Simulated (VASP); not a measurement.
# HfO2 (Fm-3m) in VASP: further runs

The runs below take HfO2 through single point, with PBEsol, PBEsol+U.

All numbers are computed with VASP 6.6.1; they aren't measurements. Logs are shortened: lines on timing, memory, paths and dates and some standing lists are left out, and cuts for length are marked.

### Step 1. The cell of the first run

Symmetry: Fm-3m, No. 225, cubic system. Conventional cell: a = 5.022 Å, b = 5.022 Å, c = 5.022 Å, α = 90.00°, β = 90.00°, γ = 90.00°. Hf (site symmetry m-3m) has 8 O at 2.17 Å within 2.9 Å. O (site symmetry -43m) has 4 Hf at 2.17 Å and 6 O at 2.51 Å within 2.9 Å.

### Step 2. Single point, PBEsol

File INCAR:

```
ALGO = Normal
EDIFF = 1E-7
ENCUT = 520
GGA = PS
ISIF = 2
ISMEAR = -1
LASPH = T
LCHARG = F
LREAL = F
LWAVE = F
NBANDS = 18
NELM = 60
PREC = Accurate
SIGMA = 0.05
```

File KPOINTS:

```
k-points
0
Gamma
  9 9 9
```

File POSCAR:

```
HfO2
1.0
    0.0000000000      2.5112225969      2.5112225969
    2.5112225969      0.0000000000      2.5112225969
    2.5112225969      2.5112225969      0.0000000000
Hf O
1 2
Direct
    0.0000000000      0.0000000000      0.0000000000
    0.7500000000      0.7500000000      0.7500000000
    0.2500000000      0.2500000000      0.2500000000
```

Potentials or basis: VASP PAW PBE potentials, release 64 (Hf_pv, O).

The run is started by

```bash
cat potpaw_PBE.64/Hf_pv/POTCAR potpaw_PBE.64/O/POTCAR > POTCAR
mpirun -np 1 vasp_std > vasp.out
```

OUTCAR:

```text
EDIFF = 1E-7
   ENCUT = 520
   GGA = PS
   ISIF = 2
   ISMEAR = -1
   LASPH = T
   LREAL = F
   NELM = 60
   PREC = Accurate

 ion  position               nearest neighbor table
   1  0.000  0.000  0.000-   2 2.17   3 2.17   2 2.17   2 2.17   2 2.17   3 2.17   3 2.17   3 2.17

   2  0.750  0.750  0.750-   1 2.17   1 2.17   1 2.17   1 2.17
   3  0.250  0.250  0.250-   1 2.17   1 2.17   1 2.17   1 2.17

  LATTYP: Found a face centered cubic cell.
 ALAT       =     5.0224451938

  Lattice vectors:

 A1 = (   0.0000000000,   2.5112225969,   2.5112225969)
 A2 = (   2.5112225969,   0.0000000000,   2.5112225969)
 A3 = (   2.5112225969,   2.5112225969,   0.0000000000)

Analysis of symmetry for initial positions (statically):
=====================================================================
 Subroutine PRICEL returns:
 Original cell was already a primitive cell.

 Routine SETGRP: Setting up the symmetry group for a
 face centered cubic supercell.

 Subroutine GETGRP returns: Found 48 space group operations
[... 9 lines left out ...]

 Routine SETGRP: Setting up the symmetry group for a
 face centered cubic supercell.

 Subroutine GETGRP returns: Found 48 space group operations
[... 11 lines left out ...]
                                     Primitive cell

  volume of cell :      31.6727

  direct lattice vectors                    reciprocal lattice vectors
     0.000000000  2.511222597  2.511222597    -0.199106205  0.199106205  0.199106205
     2.511222597  0.000000000  2.511222597     0.199106205 -0.199106205  0.199106205
     2.511222597  2.511222597  0.000000000     0.199106205  0.199106205 -0.199106205

  length of vectors
     3.551405055  3.551405055  3.551405055     0.344862062  0.344862062  0.344862062

  position of ions in fractional coordinates (direct lattice)
     0.000000000  0.000000000  0.000000000
     0.750000000  0.750000000  0.750000000
     0.250000000  0.250000000  0.250000000

  ion indices of the primitive-cell ions
   primitive index   ion index
                 1           1
                 2           2
                 3           3

----------------------------------------------------------------------------------------

 KPOINTS: k-points

Automatic generation of k-mesh.
 Grid dimensions read from file:
 generate k-points for:    9    9    9

 Generating k-lattice:

  Cartesian coordinates                     Fractional coordinates (reciprocal lattice)
    -0.022122912  0.022122912  0.022122912     0.111111111  0.000000000  0.000000000
     0.022122912 -0.022122912  0.022122912     0.000000000  0.111111111  0.000000000
     0.022122912  0.022122912 -0.022122912     0.000000000  0.000000000  0.111111111

  Length of vectors
     0.038318007  0.038318007  0.038318007

  Shift w.r.t. Gamma in fractional coordinates (k-lattice)
     0.000000000  0.000000000  0.000000000

 Subroutine IBZKPT returns following result:
 ===========================================

 Found     35 irreducible k-points:

 Following reciprocal coordinates:
            Coordinates               Weight
  0.000000  0.000000  0.000000      1.000000
  0.111111  0.000000  0.000000      8.000000
  0.222222  0.000000  0.000000      8.000000
  0.333333  0.000000  0.000000      8.000000
  0.444444  0.000000  0.000000      8.000000
  0.111111  0.111111  0.000000      6.000000
[... 16 lines left out ...]
 -0.333333  0.333333  0.000000     12.000000
  0.444444  0.444444  0.000000      6.000000
 [... further k-points ...]
   k-points           NKPTS =     35   k-points in BZ     NKDIM =     35   number of bands    NBANDS=     18
   number of dos      NEDOS =    301   number of ions     NIONS =      3
   total plane-waves  NPLWV =  21952
   dimension x,y,z NGX =    28 NGY =   28 NGZ =   28
   dimension x,y,z NGXF=    56 NGYF=   56 NGZF=   56
   ions per type =               1   2
   NGX,Y,Z   is equivalent  to a cutoff of  13.11, 13.11, 13.11 a.u.
   NGXF,Y,Z  is equivalent  to a cutoff of  26.21, 26.21, 26.21 a.u.
 SYSTEM =  unknown system
   PREC   = accura    normal or accurate (medium, high low for compatibility)
   ISTART =      0    job   : 0-new  1-cont  2-samecut
   ICHARG =      2    charge: 1-file 2-atom 10-const
   ISPIN  =      1    spin polarized calculation?
   LNONCOLLINEAR =      F non collinear calculations
   LSORBIT =      F    spin-orbit coupling
   LASPH  =      T    aspherical Exc in radial PAW
   ENCUT  =  520.0 eV  38.22 Ry    6.18 a.u.   6.60  6.60  6.60*2*pi/ulx,y,z
   NELM   =     60;   NELMIN=  2; NELMDL= -5     # of ELM steps
   EDIFF  = 0.1E-06   stopping-criterion for ELM
   LREAL  =      F    real-space projection
   EDIFFG = 0.1E-05   stopping-criterion for IOM
   NSW    =      0    number of steps for IOM
   IBRION =     -1    ionic relax: 0-MD 1-quasi-New 2-CG
   NFREE  =      0    steps in history (QN), initial steepest desc. (CG)
   ISIF   =      2    stress and relaxation
   ISYM   =      2    0-nonsym 1-usesym 2-fastsym
[... 36 lines left out ...]

  energy without entropy =      -31.63696154  energy(sigma->0) =      -31.63696154

 E-fermi :   5.4374     XC(G=0): -12.2564

 val. band max:        4.3223311294   @ k =  -0.4444   0.4444   0.0000
 cond. band min:       8.1851272957   @ k =   0.4444   0.4444   0.0000
 fundamental gap:      3.8627961663
 Fermi energy:         5.4374371780

 k-point     1 :       0.0000    0.0000    0.0000
  band No.  band energies     occupation
      1     -25.1220      2.00000
      2     -25.1220      2.00000
      3     -25.1220      2.00000
      4     -14.4915      2.00000
      5     -11.2465      2.00000
      6      -1.2021      2.00000
[... 10 lines left out ...]
     17      15.1554      0.00000
     18      18.0876      0.00000

 k-point     2 :       0.1111    0.0000    0.0000
  band No.  band energies     occupation
      1     -25.1855      2.00000
      2     -25.1288      2.00000
      3     -25.1288      2.00000
      4     -14.3097      2.00000
      5     -11.3972      2.00000
      6      -1.0768      2.00000
[... 10 lines left out ...]
     17      14.9186      0.00000
     18      18.0123      0.00000

 k-point     3 :       0.2222    0.0000    0.0000
  band No.  band energies     occupation
      1     -25.3403      2.00000
      2     -25.1459      2.00000
      3     -25.1459      2.00000
      4     -13.8573      2.00000
      5     -11.7219      2.00000
      6      -0.7540      2.00000
[... 10 lines left out ...]
     17      14.4576      0.00000
     18      17.3785      0.00000

 k-point     4 :       0.3333    0.0000    0.0000
  band No.  band energies     occupation
      1     -25.5068      2.00000
      2     -25.1653      2.00000
      3     -25.1653      2.00000
      4     -13.4009      2.00000
      5     -11.9563      2.00000
      6      -0.3881      2.00000
[... 10 lines left out ...]
     17      14.1405      0.00000
     18      16.7235      0.00000

 k-point     5 :       0.4444    0.0000    0.0000
  band No.  band energies     occupation
      1     -25.6107      2.00000
      2     -25.1778      2.00000
      3     -25.1778      2.00000
      4     -13.2067      2.00000
      5     -11.9630      2.00000
      6      -0.1652      2.00000
[... 10 lines left out ...]
     17      14.0528      0.00000
     18      17.0732      0.00000

 k-point     6 :       0.1111    0.1111    0.0000
  band No.  band energies     occupation
      1     -25.1909      2.00000
      2     -25.1389      2.00000
      3     -25.1389      2.00000
      4     -14.2459      2.00000
      5     -11.4483      2.00000
      6      -1.0584      2.00000
[... 307 lines left out ...]
 k-point    21 :       0.4444    0.3333    0.0000
  band No.  band energies     occupation
      1     -25.5845      2.00000
      2     -25.2721      2.00000
      3     -25.2433      2.00000
      4     -12.5200      2.00000
      5     -12.4180      2.00000
      6      -1.6895      2.00000
[... 10 lines left out ...]
     17      15.5147      0.00000
     18      18.0130      0.00000

 k-point    22 :      -0.4444    0.3333    0.0000
  band No.  band energies     occupation
      1     -25.5675      2.00000
      2     -25.3546      2.00000
      3     -25.2392      2.00000
      4     -12.5641      2.00000
      5     -12.2484      2.00000
      6      -1.6937      2.00000
[... 10 lines left out ...]
     17      16.6624      0.00000
     18      17.9808      0.00000

 k-point    23 :      -0.3333    0.3333    0.0000
  band No.  band energies     occupation
      1     -25.4792      2.00000
      2     -25.4460      2.00000
      3     -25.2190      2.00000
      4     -12.5861      2.00000
      5     -12.2648      2.00000
      6      -1.2557      2.00000
[... 10 lines left out ...]
     17      16.3965      0.00000
     18      17.9174      0.00000

 k-point    24 :       0.4444    0.4444    0.0000
  band No.  band energies     occupation
      1     -25.6387      2.00000
      2     -25.2605      2.00000
      3     -25.2605      2.00000
      4     -12.6082      2.00000
      5     -12.2021      2.00000
      6      -2.2327      2.00000
[... 10 lines left out ...]
     17      16.5358      0.00000
     18      18.0265      0.00000

 [... further k-points ...]
[... 5 lines left out ...]
  --------------------------------------------------------------------------------------
  -------------------------------------------------------------------------------------
  Total       -0.0732475     -0.0732475     -0.0732475     -0.0000000      0.0000000      0.0000000
  in kB       -3.7052529     -3.7052529     -3.7052529     -0.0000000      0.0000000      0.0000000
  external PRESSURE =      -3.7052529 kB  Pullay stress =       0.0000000 kB

 VOLUME and BASIS-vectors are now :
 -----------------------------------------------------------------------------
  energy-cutoff  :      520.00
  volume of cell :       31.67
      direct lattice vectors                 reciprocal lattice vectors
     0.000000000  2.511222597  2.511222597    -0.199106205  0.199106205  0.199106205
     2.511222597  0.000000000  2.511222597     0.199106205 -0.199106205  0.199106205
     2.511222597  2.511222597  0.000000000     0.199106205  0.199106205 -0.199106205

 POSITION                                       TOTAL-FORCE (eV/Angst)
 -----------------------------------------------------------------------------------
      0.00000      0.00000      0.00000        -0.000000      0.000000     -0.000000
      3.76683      3.76683      3.76683         0.000000      0.000000      0.000000
      1.25561      1.25561      1.25561        -0.000000     -0.000000     -0.000000
 -----------------------------------------------------------------------------------
    total drift:                                0.000000      0.000000      0.000000

  FREE ENERGIE OF THE ION-ELECTRON SYSTEM (eV)
  ---------------------------------------------------
  free  energy   TOTEN  =       -31.6369615414 eV

  energy  without entropy=      -31.6369615414  energy(sigma->0) =      -31.63696154
```

It took 12 s on 1 thread of AMD EPYC 9R45 (Zen 5), shared host; peak memory 0.14 GiB.

Results:

| Quantity | Value |
| --- | --- |
| Free energy | -31.6370 eV |
| Pressure | -0.4 GPa |
| Band gap on the k mesh | 3.86 eV, indirect (least direct gap 3.99 eV) |

Caveat: the PAW data sets were made with another functional, which shifts forces and pressure a little; spin-orbit coupling is left out, which moves the levels of the heavy elements. A k mesh can miss the band edges.

### Step 3. Single point, PBEsol

This run uses another cell than the first one, of 10.66 Å³/atom, 1.010 times its volume.

File INCAR:

```
PREC     = Accurate       # precision mode
ENCUT    = 520            # plane-wave cutoff, eV
EDIFF    = 1E-6           # SCF threshold, eV
ISMEAR   = -1             # smearing method
SIGMA    = 0.05           # smearing width, eV
LREAL    = F              # projectors in reciprocal space
LASPH    = T              # aspherical terms in the spheres
NELM     = 60             # most SCF steps
ALGO     = Normal         # electronic algorithm
ISIF     = 2              # what is computed and relaxed
LWAVE    = F              # write WAVECAR
LCHARG   = F              # write CHGCAR
GGA      = PS             # functional
NBANDS   = 18             # bands
```

File KPOINTS:

```
Automatic mesh
0
Gamma
  9 9 9
```

File POSCAR:

```
HfO2
1.0
    0.0000000000      2.5195892712      2.5195892712
    2.5195892712      0.0000000000      2.5195892712
    2.5195892712      2.5195892712      0.0000000000
Hf O
1 2
Direct
    0.0000000000      0.0000000000      0.0000000000
    0.7500000000      0.7500000000      0.7500000000
    0.2500000000      0.2500000000      0.2500000000
```

Potentials or basis: VASP PAW PBE potentials, release 64 (Hf_pv, O).

The run is started by

```bash
cat potpaw_PBE.64/Hf_pv/POTCAR potpaw_PBE.64/O/POTCAR > POTCAR
mpirun -np 1 vasp_std > vasp.out
```

Run time: 12 s. Hardware: 1 thread of AMD EPYC 9R45 (Zen 5), shared host; peak memory 0.14 GiB.

The run converged. Its results:

| Property | Result |
| --- | --- |
| Free energy | -31.6341 eV |
| Pressure | -3.0 GPa |
| Band gap on the k mesh | 3.84 eV, indirect (least direct gap 3.96 eV) |

Levels at points of the mesh, in eV from the valence-band top:
```csv
k point,band 9,band 10,band 11,band 12,band 13,band 14
"(0.00, 0.00, 0.00)",-0.57,-0.57,-0.57,3.87,3.87,5.85
```

Caveat: the PAW data sets were made with another functional, which shifts forces and pressure a little; spin-orbit coupling is left out, which moves the levels of the heavy elements. A k mesh can miss the band edges.

### Step 4. Single point, PBEsol

This run uses another cell than the first one, of 10.70 Å³/atom, 1.013 times its volume.

File INCAR:

```
SYSTEM = HfO2
  ALGO = Normal
  EDIFF = 1E-6
  ENCUT = 520
  GGA = PS
  ISIF = 2
  ISMEAR = -1
  LASPH = .True.
  LCHARG = .True.
  LELF = .True.
  LREAL = .False.
  LVHAR = .True.
  LWAVE = .False.
  NBANDS = 18
  NELM = 60
  PREC = Accurate
  SIGMA = 0.05
```

File KPOINTS:

```
k-points
0
Gamma
  9 9 9
  0 0 0
```

File POSCAR:

```
HfO2
1.0
    0.0000000000      2.5221131412      2.5221131412
    2.5221131412      0.0000000000      2.5221131412
    2.5221131412      2.5221131412      0.0000000000
Hf O
1 2
Direct
    0.0000000000      0.0000000000      0.0000000000
    0.7500000000      0.7500000000      0.7500000000
    0.2500000000      0.2500000000      0.2500000000
```

The run is started by

```bash
cat potpaw_PBE.64/Hf_pv/POTCAR potpaw_PBE.64/O/POTCAR > POTCAR
mpirun -np 1 vasp_std > vasp.out
```

Wall time 12 s (1 thread of AMD EPYC 9R45 (Zen 5), shared host); peak memory 0.14 GiB.

Results (log left out):

- Free energy: -31.6322 eV
- Pressure: -3.8 GPa
- Band gap on the k mesh: 3.83 eV, indirect (least direct gap 3.95 eV)

Levels at points of the mesh, in eV from the valence-band top:
```
           k point  band 7  band 8  band 9  band 10  band 11  band 12  band 13  band 14  band 15  band 16
(0.00, 0.00, 0.00)   -5.44   -5.44   -0.57    -0.57    -0.57     3.87     3.87     5.82    10.67    10.67
```

Caveat: the PAW data sets were made with another functional, which shifts forces and pressure a little; spin-orbit coupling is left out, which moves the levels of the heavy elements. A k mesh can miss the band edges.

### Step 5. Single point, PBEsol+U

This run uses another cell than the first one, of 11.15 Å³/atom, 1.056 times its volume.

File INCAR:

```
PREC = Accurate ; ENCUT = 520
EDIFF = 1E-7 ; ISMEAR = -1
SIGMA = 0.05 ; LREAL = F
LASPH = T ; NELM = 150
ALGO = Normal ; ISIF = 2
LWAVE = F ; LCHARG = T
LMAXMIX = 4 ; LDAU = T
LDAUTYPE = 2 ; LDAUL = 2 -1
LDAUU = 1 0 ; LDAUJ = 0 0
LDAUPRINT = 1 ; GGA = PS
LELF = T ; LVHAR = T
NBANDS = 18
```

File KPOINTS:

```
Automatic mesh
0
Gamma
  9 9 9
```

File POSCAR:

```
HfO2
1.0
    0.0000000000      2.5575000000      2.5575000000
    2.5575000000      0.0000000000      2.5575000000
    2.5575000000      2.5575000000      0.0000000000
Hf O
1 2
Direct
    0.0000000000      0.0000000000      0.0000000000
    0.7500000000      0.7500000000      0.7500000000
    0.2500000000      0.2500000000      0.2500000000
```

The run is started by

```bash
cat potpaw_PBE.64/Hf_pv/POTCAR potpaw_PBE.64/O/POTCAR > POTCAR
mpirun -np 1 vasp_std > vasp.out
```

Run time: 13 s. Hardware: 1 thread of AMD EPYC 9R45 (Zen 5), shared host; peak memory 0.14 GiB.

Results (log left out):

| Property | Result |
| --- | --- |
| Free energy | -30.9898 eV |
| Pressure | -10.9 GPa |
| Band gap on the k mesh | 3.83 eV, indirect (least direct gap 3.95 eV) |

Levels at points of the mesh, in eV from the valence-band top:
```
           k point  band 7  band 8  band 9  band 10  band 11  band 12  band 13  band 14  band 15  band 16
(0.00, 0.00, 0.00)   -5.14   -5.14   -0.56    -0.56    -0.56     4.00     4.00     5.44    10.26    10.26
```

Eigenvalues of the final occupation matrices:
| site | spin | trace | eigenvalues |
| --- | --- | --- | --- |
| site 1 d | 1 | 0.67 | 0.06 0.06 0.18 0.18 0.18 |
| site 1 d | 2 | 0.67 | 0.06 0.06 0.18 0.18 0.18 |

Caveat: the PAW data sets were made with another functional, which shifts forces and pressure a little; spin-orbit coupling is left out, which moves the levels of the heavy elements.

### Step 6. Single point, PBEsol+U

This run uses another cell than the first one, of 11.15 Å³/atom, 1.056 times its volume.

File INCAR:

```
SYSTEM = HfO2
ALGO = Normal
EDIFF = 1E-7
ENCUT = 520
GGA = PS
ISIF = 2
ISMEAR = -1
LASPH = .TRUE.
LCHARG = .FALSE.
LDAU = .TRUE.
LDAUJ = 0 0
LDAUL = 2 -1
LDAUPRINT = 1
LDAUTYPE = 2
LDAUU = 2 0
LMAXMIX = 4
LREAL = .FALSE.
LWAVE = .FALSE.
NBANDS = 18
NELM = 150
PREC = Accurate
SIGMA = 0.05
```

File KPOINTS:

```
k-points
0
G
  9 9 9
  0 0 0
```

POSCAR is that of step 5.

Potentials or basis: VASP PAW PBE potentials, release 64 (Hf_pv, O).

The run is started by

```bash
cat potpaw_PBE.64/Hf_pv/POTCAR potpaw_PBE.64/O/POTCAR > POTCAR
mpirun -np 1 vasp_std > vasp.out
```

Wall time 13 s (1 thread of AMD EPYC 9R45 (Zen 5), shared host); peak memory 0.14 GiB.

Results (log left out):

- Free energy: -30.4342 eV
- Pressure: -8.2 GPa
- Band gap on the k mesh: 3.96 eV, indirect (least direct gap 4.08 eV)

Levels at points of the mesh, in eV from the valence-band top:
```
           k point  band 7  band 8  band 9  band 10  band 11  band 12  band 13  band 14  band 15  band 16
(0.00, 0.00, 0.00)   -5.09   -5.09   -0.56    -0.56    -0.56     4.23     4.23     5.38    10.38    10.38
```

Eigenvalues of the final occupation matrices:
| site | spin | trace | eigenvalues |
| --- | --- | --- | --- |
| site 1 d | 1 | 0.65 | 0.06 0.06 0.18 0.18 0.18 |
| site 1 d | 2 | 0.65 | 0.06 0.06 0.18 0.18 0.18 |

Caveat: the PAW data sets were made with another functional, which shifts forces and pressure a little; spin-orbit coupling is left out, which moves the levels of the heavy elements.

### Step 7. Overview

| level | U | cell | gap on the mesh (eV) | pressure (GPa) |
| --- | --- | --- | --- | --- |
| PBEsol | - | a = 3.551 Å, angles 60.0°, 3 atoms | 3.86 | -0.4 |
| PBEsol | - | a = 3.563 Å, angles 60.0°, 3 atoms | 3.84 | -3.0 |
| PBEsol | - | a = 3.567 Å, angles 60.0°, 3 atoms | 3.83 | -3.8 |
| PBEsol+U | Hf d U = 1.0 eV | a = 3.617 Å, angles 60.0°, 3 atoms | 3.83 | -10.9 |
| PBEsol+U | Hf d U = 2.0 eV | a = 3.617 Å, angles 60.0°, 3 atoms | 3.96 | -8.2 |

Alike in all rows: task single point; potentials or basis VASP PAW PBE potentials, release 64 (Hf_pv, O); no spin polarisation; k mesh 9 × 9 × 9; cutoff (eV) 520; smearing fermi-dirac 0.05 eV.

Caveats: the PAW data sets were made with another functional, which shifts forces and pressure a little; spin-orbit coupling is left out, which moves the levels of the heavy elements.

Absolute energies hang on the potentials; compare differences alone.
